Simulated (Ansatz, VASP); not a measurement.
## Te2Mo in VASP and in Ansatz

```
CELL_PARAMETERS angstrom
-1.77853 -3.08051 0.00000
1.77853 -3.08051 0.00000
0.00000 0.00000 15.95472
ATOMIC_POSITIONS crystal
Te 0.66667 0.66667 0.12493
Te 0.33333 0.33333 0.60143
Te 0.66667 0.66667 0.35156
Te 0.33333 0.33333 0.82806
Mo 0.66667 0.66667 0.71474
Mo 0.33333 0.33333 0.23825
```

Alike in both runs: task single point; functional PBE; k mesh 9 × 9 × 2; occupations gaussian, width 0.05 eV; no spin polarisation.

```csv
,VASP,Ansatz
version,VASP 6.6.1,Ansatz 0.2.0
potentials or method,"VASP PAW PBE potentials, release 64 (Te, Mo_sv), cutoff 520 eV","scalar-relativistic, plane waves, PAW"
valence electrons in the cell,52,92
```

Ansatz gave:

| Quantity | Value |
| --- | --- |
| gap on the k mesh at the Fermi level (eV) | 1.04 |
| least direct gap on the mesh (eV) | 1.04 |
| pressure (GPa) | 0.0 |
| traceless stress, the component that is largest in VASP (GPa) | 0.00 |
| rms of the force components (eV/Å) | 0.004 |

Task: Estimate VASP's values.

Result: gap on the k mesh at the Fermi level (eV): 1.04; least direct gap on the mesh (eV): 1.04; pressure (GPa): 0.0; traceless stress, the component that is largest in VASP (GPa): 0.06; rms of the force components (eV/Å): 0.007.

Atom by atom the forces differ by 0.006 eV/Å (rms over components). VASP's potentials hold 52 valence electrons a cell and Ansatz's 92, so a difference there can come from the potentials and not from the codes.

Neither program's run includes spin-orbit coupling.
